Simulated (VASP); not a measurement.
# Zr in VASP: single point with PBEsol

Aim: the single point of Zr with PBEsol.

Everything below comes from runs of VASP 6.6.1. Logs are shortened: lines on timing, memory, paths and dates and some standing lists are left out, and cuts for length are marked.

### Step 1. The cell of the first run

The cell holds a slab with vacuum, 6 atoms: a = 3.187 Å, b = 3.187 Å, c = 28.774 Å, α = 90.00°, β = 90.00°, γ = 60.00°.

### Step 2. Single point, PBEsol

File INCAR:

```
SYSTEM = Zr
ALGO     = Normal         ! electronic algorithm
DIPOL    = 0.5 0.5 0.500
EDIFF    = 1E-6           ! SCF threshold, eV
ENCUT    = 400            ! plane-wave cutoff, eV
GGA      = PS             ! functional
GGA_COMPAT= .False.      
IDIPOL   = 3            
ISIF     = 2              ! what is computed and relaxed
ISMEAR   = 1              ! smearing method
LASPH    = .True.         ! aspherical terms in the spheres
LCHARG   = .True.         ! write CHGCAR
LDIPOL   = .True.       
LELF     = .True.         ! ELF
LREAL    = .False.        ! projectors in reciprocal space
LVACPOTAV= .True.       
LVHAR    = .True.       
LWAVE    = .False.        ! write WAVECAR
NBANDS   = 45             ! bands
NELM     = 120            ! most SCF steps
NELMDL   = -8           
PREC     = Accurate       ! precision mode
SIGMA    = 0.1            ! smearing width, eV
```

File KPOINTS:

```
k-points
0
Gamma
  19 19 1
  0 0 0
```

File POSCAR:

```
Zr
1.0
    3.1866110050      0.0000000000      0.0000000000
    1.5933055020      2.7596860820      0.0000000000
    0.0000000000      0.0000000000     28.7740359800
Zr
6
Direct
    0.6666666667      0.6666666667      0.2780284283
    0.0000000000      0.0000000000      0.3668170570
    0.6666666667      0.6666666667      0.4556056857
    0.0000000000      0.0000000000      0.5443943143
    0.6666666667      0.6666666667      0.6331829430
    0.0000000000      0.0000000000      0.7219715717
```

Potentials or basis: VASP PAW PBE potentials, release 64 (Zr_sv).

Run with:

```sh
cat potpaw_PBE.64/Zr_sv/POTCAR > POTCAR
mpirun -np 1 vasp_std > vasp.out
```

OUTCAR:

```text
SYSTEM = Zr
   EDIFF = 1E-6
   ENCUT = 400
   GGA = PS
   ISIF = 2
   ISMEAR = 1
   LASPH = .True.
   LREAL = .False.
   NELM = 120
   NELMDL = -8
   PREC = Accurate

 ion  position               nearest neighbor table
   1  0.667  0.667  0.278-   2 3.15   2 3.15   2 3.15
   2  0.000  0.000  0.367-   1 3.15   3 3.15   1 3.15   3 3.15   1 3.15   3 3.15
   3  0.667  0.667  0.456-   4 3.15   4 3.15   4 3.15   2 3.15   2 3.15   2 3.15
   4  0.000  0.000  0.544-   3 3.15   3 3.15   3 3.15   5 3.15   5 3.15   5 3.15
   5  0.667  0.667  0.633-   4 3.15   6 3.15   4 3.15   6 3.15   4 3.15   6 3.15
   6  0.000  0.000  0.722-   5 3.15   5 3.15   5 3.15

  LATTYP: Found a hexagonal cell.
 ALAT       =     3.1866110045
 C/A-ratio  =     9.0296669219

  Lattice vectors:

 A1 = (  -1.5933055020,  -2.7596860820,   0.0000000000)
 A2 = (   3.1866110050,   0.0000000000,   0.0000000000)
 A3 = (   0.0000000000,   0.0000000000,  28.7740359800)

Analysis of symmetry for initial positions (statically):
=====================================================================
 Subroutine PRICEL returns:
 Original cell was already a primitive cell.

 Routine SETGRP: Setting up the symmetry group for a
 hexagonal supercell.

 Subroutine GETGRP returns: Found 12 space group operations
 (whereof  6 operations were pure point group operations)
 out of a pool of 24 trial point group operations.

The static configuration has the point symmetry C_3v.
 The point group associated with its full space group is D_3d.

Analysis of symmetry for dynamics (positions and initial velocities):
=====================================================================
 Subroutine PRICEL returns:
 Original cell was already a primitive cell.

 Routine SETGRP: Setting up the symmetry group for a
 hexagonal supercell.

 Subroutine GETGRP returns: Found 12 space group operations
 (whereof  6 operations were pure point group operations)
 out of a pool of 24 trial point group operations.

The dynamic configuration has the point symmetry C_3v.
 The point group associated with its full space group is D_3d.

 Subroutine INISYM returns: Found 12 space group operations
 (whereof  6 operations are pure point group operations),
 and found     1 'primitive' translations

----------------------------------------------------------------------------------------

                                     Primitive cell

  volume of cell :     253.0402

  direct lattice vectors                    reciprocal lattice vectors
     3.186611005  0.000000000  0.000000000     0.313813013 -0.181180027  0.000000000
     1.593305502  2.759686082  0.000000000     0.000000000  0.362360055  0.000000000
     0.000000000  0.000000000 28.774035980     0.000000000  0.000000000  0.034753554

  length of vectors
     3.186611005  3.186611004 28.774035980     0.362360055  0.362360055  0.034753554

  position of ions in fractional coordinates (direct lattice)
     0.666666667  0.666666667  0.278028428
     0.000000000  0.000000000  0.366817057
     0.666666667  0.666666667  0.455605686
     0.000000000  0.000000000  0.544394314
     0.666666667  0.666666667  0.633182943
     0.000000000  0.000000000  0.721971572

  ion indices of the primitive-cell ions
   primitive index   ion index
                 1           1
                 2           2
                 3           3
                 4           4
                 5           5
                 6           6

----------------------------------------------------------------------------------------

 KPOINTS: k-points

Automatic generation of k-mesh.
 Grid dimensions read from file:
 generate k-points for:   19   19    1

 Generating k-lattice:

  Cartesian coordinates                     Fractional coordinates (reciprocal lattice)
     0.016516474 -0.009535791  0.000000000     0.052631579  0.000000000  0.000000000
     0.000000000  0.019071582  0.000000000     0.000000000  0.052631579  0.000000000
     0.000000000  0.000000000  0.034753554     0.000000000  0.000000000  1.000000000

  Length of vectors
     0.019071582  0.019071582  0.034753554

  Shift w.r.t. Gamma in fractional coordinates (k-lattice)
     0.000000000  0.000000000  0.000000000

 Subroutine IBZKPT returns following result:
 ===========================================

 Found     40 irreducible k-points:

 Following reciprocal coordinates:
            Coordinates               Weight
  0.000000  0.000000  0.000000      1.000000
  0.052632  0.000000  0.000000      6.000000
  0.105263  0.000000  0.000000      6.000000
  0.157895  0.000000  0.000000      6.000000
  0.210526 -0.000000  0.000000      6.000000
  0.263158  0.000000  0.000000      6.000000
[... 16 lines left out ...]
  0.368421  0.105263  0.000000     12.000000
  0.421053  0.105263  0.000000     12.000000
 [... further k-points ...]
   k-points           NKPTS =     40   k-points in BZ     NKDIM =     40   number of bands    NBANDS=     45
   number of dos      NEDOS =    301   number of ions     NIONS =      6
   total plane-waves  NPLWV = 110592
   dimension x,y,z NGX =    24 NGY =   24 NGZ =  192
   dimension x,y,z NGXF=    48 NGYF=   48 NGZF=  384
   ions per type =               6
   NGX,Y,Z   is equivalent  to a cutoff of  12.52, 12.52, 11.09 a.u.
   NGXF,Y,Z  is equivalent  to a cutoff of  25.04, 25.04, 22.19 a.u.
 SYSTEM =  Zr
   PREC   = accura    normal or accurate (medium, high low for compatibility)
   ISTART =      0    job   : 0-new  1-cont  2-samecut
   ICHARG =      2    charge: 1-file 2-atom 10-const
   ISPIN  =      1    spin polarized calculation?
   LNONCOLLINEAR =      F non collinear calculations
   LSORBIT =      F    spin-orbit coupling
   LASPH  =      T    aspherical Exc in radial PAW
   ENCUT  =  400.0 eV  29.40 Ry    5.42 a.u.   5.20  5.20 46.92*2*pi/ulx,y,z
   NELM   =    120;   NELMIN=  2; NELMDL= -8     # of ELM steps
   EDIFF  = 0.1E-05   stopping-criterion for ELM
   LREAL  =      F    real-space projection
   EDIFFG = 0.1E-04   stopping-criterion for IOM
   NSW    =      0    number of steps for IOM
   IBRION =     -1    ionic relax: 0-MD 1-quasi-New 2-CG
   NFREE  =      0    steps in history (QN), initial steepest desc. (CG)
   ISIF   =      2    stress and relaxation
   ISYM   =      2    0-nonsym 1-usesym 2-fastsym
   POTIM  = 0.5000    time-step for ionic-motion
   TEBEG  =    0.0;   TEEND  =   0.0 temperature during run
   PSTRESS=    0.0 pullay stress
   NELECT =      72.0000    total number of electrons
   NUPDOWN=      -1.0000    fix difference up-down
   EMIN   =  10.00;   EMAX   =-10.00  energy-range for DOS
   EFERMI =   0.00;   METHOD = LEGACY
   ISMEAR =     1;   SIGMA  =   0.10  broadening in eV -4-tet -1-fermi 0-gaus
   EFERMI_NEDOS =   21; number of points for ismear=-14 and -15
   IALGO  =     38    algorithm
   IMIX   =      4    mixing-type and parameters
     AMIX     =   0.40;   BMIX     =  1.00
     AMIX_MAG =   1.60;   BMIX_MAG =  1.00
  volume/ion in A,a.u.               =      42.17       284.60
  Fermi-wavevector in a.u.,A,eV,Ry     =   1.076769  2.034798 15.775019  1.159431
  Thomas-Fermi vector in A             =   2.212662
   LORBIT       =      0    0 simple, 1 ext, 2 COOP (PROOUT), +10 PAW based schemes
   GGA     = PS    functional components
   LHFCALC =     F    Hartree Fock is set to
   AEXX    =    0.0000 exact exchange contribution
   IVDW    =     0    specifies the selected vdW correction
   LEPSILON=     F    determine dielectric tensor
   LRPA    =     F    only Hartree local field effects (RPA)
 non-spin polarized calculation
 Methfessel and Paxton  Order N= 1 SIGMA  =   0.10
  energy-cutoff  :      400.00
  volume of cell :      253.04
 maximum number of plane-waves:      4639
 NGX is ok and might be reduce to    24
   NGX = 11   NGY = 11   NGZ = 93

 dipolmoment           0.000000      0.000000     -0.000000 electrons x Angstroem

 number of electron      72.0000001 magnetization

 dipolmoment           0.000000      0.000000      0.000000 electrons x Angstroem

 Free energy of the ion-electron system (eV)
  ---------------------------------------------------
  ext. energy  EPLUGINS =         0.00000000
  ---------------------------------------------------
  free energy    TOTEN  =       -52.46090804 eV

  energy without entropy =      -52.46401754  energy(sigma->0) =      -52.46194454

 E-fermi :   3.0177     XC(G=0):  -6.7779

 val. band max:        3.0122927864   @ k =   0.1053   0.0000   0.0000
 cond. band min:       3.0239905684   @ k =   0.3158  -0.0000   0.0000
 fundamental gap:      0.0116977821
 Fermi energy:         3.0177472685

 k-point     1 :       0.0000    0.0000    0.0000
  band No.  band energies     occupation
      1     -45.8583      2.00000
      2     -45.8582      2.00000
      3     -45.6083      2.00000
      4     -45.5454      2.00000
      5     -45.4829      2.00000
      6     -45.4572      2.00000
[... 37 lines left out ...]
     44       3.9852     -0.00000
     45       4.1713     -0.00000

 k-point     2 :       0.0526    0.0000    0.0000
  band No.  band energies     occupation
      1     -45.8555      2.00000
      2     -45.8554      2.00000
      3     -45.6048      2.00000
      4     -45.5425      2.00000
      5     -45.4806      2.00000
      6     -45.4553      2.00000
[... 37 lines left out ...]
     44       4.0486     -0.00000
     45       4.0537     -0.00000

 k-point     3 :       0.1053    0.0000    0.0000
  band No.  band energies     occupation
      1     -45.8474      2.00000
      2     -45.8474      2.00000
      3     -45.5946      2.00000
      4     -45.5340      2.00000
      5     -45.4739      2.00000
      6     -45.4499      2.00000
[... 37 lines left out ...]
     44       4.1905     -0.00000
     45       4.2459     -0.00000

 k-point     4 :       0.1579    0.0000    0.0000
  band No.  band energies     occupation
      1     -45.8348      2.00000
      2     -45.8348      2.00000
      3     -45.5786      2.00000
      4     -45.5209      2.00000
      5     -45.4635      2.00000
      6     -45.4418      2.00000
[... 901 lines left out ...]
     44       4.5318     -0.00000
     45       4.8856     -0.00000

 k-point    23 :       0.3684    0.1053    0.0000
  band No.  band energies     occupation
      1     -45.7810      2.00000
      2     -45.7810      2.00000
      3     -45.5057      2.00000
      4     -45.4641      2.00000
      5     -45.4203      2.00000
      6     -45.4100      2.00000
[... 37 lines left out ...]
     44       4.3934     -0.00000
     45       4.8509     -0.00000

 k-point    24 :       0.4211    0.1053    0.0000
  band No.  band energies     occupation
      1     -45.7673      2.00000
      2     -45.7673      2.00000
      3     -45.4851      2.00000
      4     -45.4498      2.00000
      5     -45.4098      2.00000
      6     -45.4032      2.00000
[... 37 lines left out ...]
     44       4.3815     -0.00000
     45       4.8408     -0.00000

 [... further k-points ...]

------------------------ aborting loop because EDIFF is reached ----------------------------------------

  FORCE on cell =-STRESS in cart. coord.  units (eV):
  Direction    XX          YY          ZZ          XY          YZ          ZX
  --------------------------------------------------------------------------------------
  -------------------------------------------------------------------------------------
  Total       -2.6561138     -2.6561138     -2.5250100      0.0000000      0.0000000      0.0000000
  in kB      -16.8177444    -16.8177444    -15.9876329      0.0000000      0.0000000      0.0000000
  external PRESSURE =     -16.5410406 kB  Pullay stress =       0.0000000 kB

 VOLUME and BASIS-vectors are now :
 -----------------------------------------------------------------------------
  energy-cutoff  :      400.00
  volume of cell :      253.04
      direct lattice vectors                 reciprocal lattice vectors
     3.186611005  0.000000000  0.000000000     0.313813013 -0.181180027  0.000000000
     1.593305502  2.759686082  0.000000000     0.000000000  0.362360055  0.000000000
     0.000000000  0.000000000 28.774035980     0.000000000  0.000000000  0.034753554

 POSITION                                       TOTAL-FORCE (eV/Angst)
 -----------------------------------------------------------------------------------
      3.18661      1.83979      8.00000         0.000000      0.000000      0.525911
      0.00000      0.00000     10.55481         0.000000      0.000000     -0.566626
      3.18661      1.83979     13.10961         0.000000      0.000000     -0.036023
      0.00000      0.00000     15.66442        -0.000000      0.000000      0.036023
      3.18661      1.83979     18.21923        -0.000000      0.000000      0.566626
      0.00000      0.00000     20.77404        -0.000000     -0.000000     -0.525911
 -----------------------------------------------------------------------------------
    total drift:                               -0.000001     -0.000000      0.000000

  FREE ENERGIE OF THE ION-ELECTRON SYSTEM (eV)
  ---------------------------------------------------
  free  energy   TOTEN  =       -52.4609080402 eV

  energy  without entropy=      -52.4640175398  energy(sigma->0) =      -52.46194454

 vacuum level on the upper side and lower side of the slab         7.366         7.366
```

Run time: 25 min. Hardware: 1 thread of Oxide Virtual Turin-like, shared host; peak memory 0.41 GiB.

Results:

```
Free energy            : -52.4609 eV
Largest force          : 0.567 eV/Å
Band gap on the k mesh : zero (bands 36 and 37 overlap by 1.35 eV)
```

Forces on the atoms (eV/Å):
```
Zr   0.000  0.000  0.526
Zr   0.000  0.000 -0.567
Zr   0.000  0.000 -0.036
Zr   0.000  0.000  0.036
Zr   0.000  0.000  0.567
Zr   0.000  0.000 -0.526
```

Caveat: the PAW data sets were made with another functional, which shifts forces and pressure a little.
